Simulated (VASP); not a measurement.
# Al2O3 (P6/mmm) in VASP: a series of runs

The runs below take Al2O3 through single point, with PBE.

Program: VASP 6.6.1. These are calculated values, not measurements. Logs are shortened: lines on timing, memory, paths and dates and some standing lists are left out, and cuts for length are marked.

## Step 1: The cell of the first run

Symmetry: P6/mmm, No. 191, hexagonal system. The conventional cell has a = 4.302 Å, b = 4.302 Å, c = 4.308 Å, α = 90.00°, β = 90.00°, γ = 120.00°. Al (site symmetry 6/mmm) has 6 O at 2.15 Å and 2 Al at 2.15 Å within 2.8 Å. Al (site symmetry 6/mmm) has 2 Al at 2.15 Å within 2.9 Å. O (site symmetry mmm) has 4 O at 2.15 Å and 2 Al at 2.15 Å within 2.8 Å.

The cell was built from a structure type or drawn by symmetry, and may not be a known phase.

## Step 2: Single point, PBE

File INCAR:

```
SYSTEM = Al2O3
PREC = Accurate
ENCUT = 520
EDIFF = 1E-6
ISMEAR = 0
SIGMA = 0.1
LREAL = .False.
LASPH = .True.
NELM = 100
ALGO = Normal
ISIF = 2
LWAVE = .False.
LCHARG = .True.
GGA = PE
LELF = .True.
LVHAR = .True.
NBANDS = 20
```

File KPOINTS:

```
regular mesh
0
Gamma
  6 6 4
  0 0 0
```

File POSCAR:

```
Al2O3
1.0
    4.3024199700      0.0000000000      0.0000000000
   -2.1512099900      3.7260049900      0.0000000000
    0.0000000000      0.0000000000      4.3080588400
Al O
2 3
Direct
    0.0000000000      0.0000000000      0.5000000000
    0.0000000000      0.0000000000      0.0000000000
    0.5000000000      0.0000000000      0.5000000000
    0.0000000000      0.5000000000      0.5000000000
    0.5000000000      0.5000000000      0.5000000000
```

Potentials or basis: VASP PAW PBE potentials, release 64 (Al, O).

Started as:

```bash
$ cat potpaw_PBE.64/Al/POTCAR potpaw_PBE.64/O/POTCAR > POTCAR
$ mpirun -np 1 vasp_std > vasp.out
```

OUTCAR:

```text
SYSTEM = Al2O3
   PREC = Accurate
   ENCUT = 520
   EDIFF = 1E-6
   ISMEAR = 0
   LREAL = .False.
   LASPH = .True.
   NELM = 100
   ISIF = 2
   GGA = PE

 ion  position               nearest neighbor table
   1  0.000  0.000  0.500-   5 2.15   5 2.15   3 2.15   3 2.15   4 2.15   4 2.15   2 2.15   2 2.15

   2  0.000  0.000  0.000-   1 2.15   1 2.15
   3  0.500  0.000  0.500-   1 2.15   1 2.15
   4  0.000  0.500  0.500-   1 2.15   1 2.15
   5  0.500  0.500  0.500-   1 2.15   1 2.15

  LATTYP: Found a hexagonal cell.
 ALAT       =     4.3024199700
 C/A-ratio  =     1.0013106275

  Lattice vectors:

 A1 = (   4.3024199700,   0.0000000000,   0.0000000000)
 A2 = (  -2.1512099900,   3.7260049900,   0.0000000000)
 A3 = (   0.0000000000,   0.0000000000,   4.3080588400)

Analysis of symmetry for initial positions (statically):
=====================================================================
 Subroutine PRICEL returns:
 Original cell was already a primitive cell.

 Routine SETGRP: Setting up the symmetry group for a
 hexagonal supercell.

 Subroutine GETGRP returns: Found 24 space group operations
 (whereof 24 operations were pure point group operations)
 out of a pool of 24 trial point group operations.

The static configuration has the point symmetry D_6h.

Analysis of symmetry for dynamics (positions and initial velocities):
=====================================================================
 Subroutine PRICEL returns:
 Original cell was already a primitive cell.

 Routine SETGRP: Setting up the symmetry group for a
 hexagonal supercell.

 Subroutine GETGRP returns: Found 24 space group operations
 (whereof 24 operations were pure point group operations)
 out of a pool of 24 trial point group operations.

The dynamic configuration has the point symmetry D_6h.

 Subroutine INISYM returns: Found 24 space group operations
 (whereof 24 operations are pure point group operations),
 and found     1 'primitive' translations

----------------------------------------------------------------------------------------

                                     Primitive cell

  volume of cell :      69.0618

  direct lattice vectors                    reciprocal lattice vectors
     4.302419970  0.000000000  0.000000000     0.232427333  0.134191984  0.000000000
    -2.151209990  3.726004990  0.000000000     0.000000000  0.268383967  0.000000000
     0.000000000  0.000000000  4.308058840     0.000000000  0.000000000  0.232123106

  length of vectors
     4.302419970  4.302419971  4.308058840     0.268383967  0.268383967  0.232123106

  position of ions in fractional coordinates (direct lattice)
     0.000000000  0.000000000  0.500000000
     0.000000000  0.000000000  0.000000000
     0.500000000  0.000000000  0.500000000
     0.000000000  0.500000000  0.500000000
     0.500000000  0.500000000  0.500000000

  ion indices of the primitive-cell ions
   primitive index   ion index
                 1           1
                 2           2
                 3           3
                 4           4
                 5           5

----------------------------------------------------------------------------------------

 KPOINTS: regular mesh

Automatic generation of k-mesh.
 Grid dimensions read from file:
 generate k-points for:    6    6    4

 Generating k-lattice:

  Cartesian coordinates                     Fractional coordinates (reciprocal lattice)
     0.038737889  0.022365331  0.000000000     0.166666667  0.000000000  0.000000000
     0.000000000  0.044730661  0.000000000     0.000000000  0.166666667  0.000000000
     0.000000000  0.000000000  0.058030777     0.000000000  0.000000000  0.250000000

  Length of vectors
     0.044730661  0.044730661  0.058030777

  Shift w.r.t. Gamma in fractional coordinates (k-lattice)
     0.000000000  0.000000000  0.000000000

 Subroutine IBZKPT returns following result:
 ===========================================

 Found     21 irreducible k-points:

 Following reciprocal coordinates:
            Coordinates               Weight
  0.000000  0.000000  0.000000      1.000000
  0.166667 -0.000000  0.000000      6.000000
  0.333333  0.000000  0.000000      6.000000
  0.500000  0.000000  0.000000      3.000000
  0.166667  0.166667  0.000000      6.000000
  0.333333  0.166667  0.000000     12.000000
[... 13 lines left out ...]
  0.333333  0.166667  0.500000     12.000000
  0.333333  0.333333  0.500000      2.000000
   k-points           NKPTS =     21   k-points in BZ     NKDIM =     21   number of bands    NBANDS=     20
   number of dos      NEDOS =    301   number of ions     NIONS =      5
   total plane-waves  NPLWV =  32768
   dimension x,y,z NGX =    32 NGY =   32 NGZ =   32
   dimension x,y,z NGXF=    64 NGYF=   64 NGZF=   64
   ions per type =               2   3
   NGX,Y,Z   is equivalent  to a cutoff of  12.36, 12.36, 12.35 a.u.
   NGXF,Y,Z  is equivalent  to a cutoff of  24.73, 24.73, 24.70 a.u.
 SYSTEM =  Al2O3
   PREC   = accura    normal or accurate (medium, high low for compatibility)
   ISTART =      0    job   : 0-new  1-cont  2-samecut
   ICHARG =      2    charge: 1-file 2-atom 10-const
   ISPIN  =      1    spin polarized calculation?
   LNONCOLLINEAR =      F non collinear calculations
   LSORBIT =      F    spin-orbit coupling
   LASPH  =      T    aspherical Exc in radial PAW
   ENCUT  =  520.0 eV  38.22 Ry    6.18 a.u.   8.00  8.00  8.01*2*pi/ulx,y,z
   NELM   =    100;   NELMIN=  2; NELMDL= -5     # of ELM steps
   EDIFF  = 0.1E-05   stopping-criterion for ELM
   LREAL  =      F    real-space projection
   EDIFFG = 0.1E-04   stopping-criterion for IOM
   NSW    =      0    number of steps for IOM
   IBRION =     -1    ionic relax: 0-MD 1-quasi-New 2-CG
   NFREE  =      0    steps in history (QN), initial steepest desc. (CG)
   ISIF   =      2    stress and relaxation
   ISYM   =      2    0-nonsym 1-usesym 2-fastsym
   POTIM  = 0.5000    time-step for ionic-motion
   TEBEG  =    0.0;   TEEND  =   0.0 temperature during run
   PSTRESS=    0.0 pullay stress
   NELECT =      24.0000    total number of electrons
   NUPDOWN=      -1.0000    fix difference up-down
   EMIN   =  10.00;   EMAX   =-10.00  energy-range for DOS
   EFERMI =   0.00;   METHOD = LEGACY
   ISMEAR =     0;   SIGMA  =   0.10  broadening in eV -4-tet -1-fermi 0-gaus
   EFERMI_NEDOS =   21; number of points for ismear=-14 and -15
   IALGO  =     38    algorithm
   IMIX   =      4    mixing-type and parameters
     AMIX     =   0.40;   BMIX     =  1.00
     AMIX_MAG =   1.60;   BMIX_MAG =  1.00
  volume/ion in A,a.u.               =      13.81        93.21
  Fermi-wavevector in a.u.,A,eV,Ry     =   1.150975  2.175028 18.024235  1.324744
  Thomas-Fermi vector in A             =   2.287636
   LORBIT       =      0    0 simple, 1 ext, 2 COOP (PROOUT), +10 PAW based schemes
   GGA     = PE    functional components
   LHFCALC =     F    Hartree Fock is set to
   AEXX    =    0.0000 exact exchange contribution
   IVDW    =     0    specifies the selected vdW correction
   LEPSILON=     F    determine dielectric tensor
   LRPA    =     F    only Hartree local field effects (RPA)
 non-spin polarized calculation
 Gauss-broadening in eV      SIGMA  =   0.10
  energy-cutoff  :      520.00
  volume of cell :       69.06
 maximum number of plane-waves:      1878
 NGX is ok and might be reduce to    32
   NGX = 15   NGY = 15   NGZ = 17

 number of electron      23.9999998 magnetization

 Free energy of the ion-electron system (eV)
  ---------------------------------------------------
  ext. energy  EPLUGINS =         0.00000000
  ---------------------------------------------------
  free energy    TOTEN  =       -19.89261173 eV

  energy without entropy =      -19.88304740  energy(sigma->0) =      -19.88782956

 E-fermi :   3.8788     XC(G=0):  -9.4021

 val. band max:        3.8736843884   @ k =   0.3333   0.0000   0.2500
 cond. band min:       3.8924817168   @ k =   0.1667   0.1667   0.0000
 fundamental gap:      0.0187973283
 Fermi energy:         3.8787686454

 k-point     1 :       0.0000    0.0000    0.0000
  band No.  band energies     occupation
      1     -16.0163      2.00000
      2     -12.5414      2.00000
      3     -12.5414      2.00000
      4      -2.5787      2.00000
      5      -2.3800      2.00000
      6      -2.3800      2.00000
[... 12 lines left out ...]
     19      11.4215      0.00000
     20      12.6627      0.00000

 k-point     2 :       0.1667   -0.0000    0.0000
  band No.  band energies     occupation
      1     -15.8546      2.00000
      2     -12.8444      2.00000
      3     -12.5732      2.00000
      4      -3.2323      2.00000
      5      -2.1381      2.00000
      6      -2.0399      2.00000
[... 12 lines left out ...]
     19      11.8916      0.00000
     20      12.1376      0.00000

 k-point     3 :       0.3333    0.0000    0.0000
  band No.  band energies     occupation
      1     -15.4090      2.00000
      2     -13.5504      2.00000
      3     -12.6348      2.00000
      4      -3.8944      2.00000
      5      -1.1163      2.00000
      6      -1.1070      2.00000
[... 12 lines left out ...]
     19      12.0423      0.00000
     20      12.7400      0.00000

 k-point     4 :       0.5000    0.0000    0.0000
  band No.  band energies     occupation
      1     -14.9953      2.00000
      2     -14.0849      2.00000
      3     -12.6650      2.00000
      4      -4.1266      2.00000
      5      -0.4247      2.00000
      6      -0.2192      2.00000
[... 360 lines left out ...]
 k-point    20 :       0.3333    0.1667    0.5000
  band No.  band energies     occupation
      1     -15.0068      2.00000
      2     -13.9772      2.00000
      3     -12.7199      2.00000
      4      -3.2506      2.00000
      5      -1.8926      2.00000
      6      -1.0026      2.00000
[... 12 lines left out ...]
     19      11.7754      0.00000
     20      12.9137      0.00000

 k-point    21 :       0.3333    0.3333    0.5000
  band No.  band energies     occupation
      1     -14.4944      2.00000
      2     -14.4944      2.00000
      3     -12.8041      2.00000
      4      -3.1060      2.00000
      5      -1.4629      2.00000
      6      -0.3948      2.00000
[... 12 lines left out ...]
     19      12.3482      0.00000
     20      13.1548      0.00000

------------------------ aborting loop because EDIFF is reached ----------------------------------------

  FORCE on cell =-STRESS in cart. coord.  units (eV):
  Direction    XX          YY          ZZ          XY          YZ          ZX
  --------------------------------------------------------------------------------------
  -------------------------------------------------------------------------------------
  Total       -3.2582794     -3.2582794     18.5641841      0.0000000      0.0000000      0.0000000
  in kB      -75.5894252    -75.5894251    430.6739362      0.0000001      0.0000000      0.0000000
  external PRESSURE =      93.1650286 kB  Pullay stress =       0.0000000 kB

 VOLUME and BASIS-vectors are now :
 -----------------------------------------------------------------------------
  energy-cutoff  :      520.00
  volume of cell :       69.06
      direct lattice vectors                 reciprocal lattice vectors
     4.302419970  0.000000000  0.000000000     0.232427333  0.134191984  0.000000000
    -2.151209990  3.726004990  0.000000000     0.000000000  0.268383967  0.000000000
     0.000000000  0.000000000  4.308058840     0.000000000  0.000000000  0.232123106

 POSITION                                       TOTAL-FORCE (eV/Angst)
 -----------------------------------------------------------------------------------
      0.00000      0.00000      2.15403         0.000000      0.000000      0.000000
      0.00000      0.00000      0.00000         0.000000      0.000000      0.000000
      2.15121      0.00000      2.15403         0.000000      0.000000      0.000000
     -1.07560      1.86300      2.15403        -0.000000      0.000000      0.000000
      1.07560      1.86300      2.15403         0.000000      0.000000      0.000000
 -----------------------------------------------------------------------------------
    total drift:                                0.000000      0.000000     -0.000000

  FREE ENERGIE OF THE ION-ELECTRON SYSTEM (eV)
  ---------------------------------------------------
  free  energy   TOTEN  =       -19.8926117315 eV

  energy  without entropy=      -19.8830473982  energy(sigma->0) =      -19.88782956
```

Wall time 12 s (1 thread of Intel Xeon Platinum 8559C (Emerald Rapids), shared host); peak memory 0.17 GiB.

Results:

```yaml
Free_energy: -19.8926 eV
Pressure: 9.3 GPa
Band_gap_on_the_k_mesh: zero (bands 12 and 13 overlap by 1.10 eV)
```

Stress tensor (GPa, compression positive):
```
-7.56  0.00  0.00
 0.00 -7.56  0.00
 0.00  0.00 43.07
```

Caveat: the k points lie up to 0.36 Å⁻¹ apart, too coarse for converged energies and pressures of a metal.

## Step 3: Single point, PBE

This run uses another cell than the first one, of 15.81 Å³/atom.

File INCAR:

```
PREC = Accurate ; ENCUT = 520
EDIFF = 1E-6 ; ISMEAR = 0
SIGMA = 0.1 ; LREAL = F
LASPH = T ; NELM = 100
ALGO = Normal ; ISIF = 2
LWAVE = F ; LCHARG = F
GGA = PE ; NBANDS = 20
```

File KPOINTS:

```
Automatic mesh
0
Gamma
  6 6 4
```

Changes to POSCAR since step 2:

```diff
@@ -2,5 +2,5 @@
 1.0
-    4.3024199700      0.0000000000      0.0000000000
-   -2.1512099900      3.7260049900      0.0000000000
-    0.0000000000      0.0000000000      4.3080588400
+    4.0732359653      0.0000000027      0.0000000000
+   -2.0366179850      3.5275258202      0.0000000000
+    0.0000000000      0.0000000000      5.5002613316
 Al O
```

Potentials or basis: VASP PAW PBE potentials, release 64 (Al, O).

Started as:

```bash
$ cat potpaw_PBE.64/Al/POTCAR potpaw_PBE.64/O/POTCAR > POTCAR
$ mpirun -np 1 vasp_std > vasp.out
```

Wall time 18 s (1 thread of Intel Xeon Platinum 8559C (Emerald Rapids), shared host); peak memory 0.19 GiB.

It converged, with:

```yaml
Free_energy: -21.6441 eV
Pressure: -0.1 GPa
Band_gap_on_the_k_mesh: zero (bands 12 and 13 overlap by 1.56 eV)
```

Stress tensor (GPa, compression positive):
```
-0.09  0.00  0.00
 0.00 -0.09  0.00
 0.00  0.00 -0.02
```

Levels at points of the mesh, in eV from the Fermi level:
| k point | band 9 | band 10 | band 11 | band 12 | band 13 | band 14 | band 15 | band 16 |
| --- | --- | --- | --- | --- | --- | --- | --- | --- |
| (0.00, 0.00, 0.00) | -1.35 | -1.35 | 0.26 | 1.01 | 1.40 | 1.94 | 1.94 | 4.17 |
| (0.50, 0.00, 0.00) | -2.96 | -2.91 | -1.93 | -1.56 | -0.55 | 0.49 | 1.69 | 2.95 |
| (0.00, 0.00, 0.50) | -1.90 | -1.37 | -1.37 | 0.26 | 1.94 | 1.94 | 3.79 | 3.79 |
| (0.50, 0.00, 0.50) | -2.91 | -1.96 | -1.91 | -1.65 | 0.37 | 0.41 | 1.69 | 3.10 |
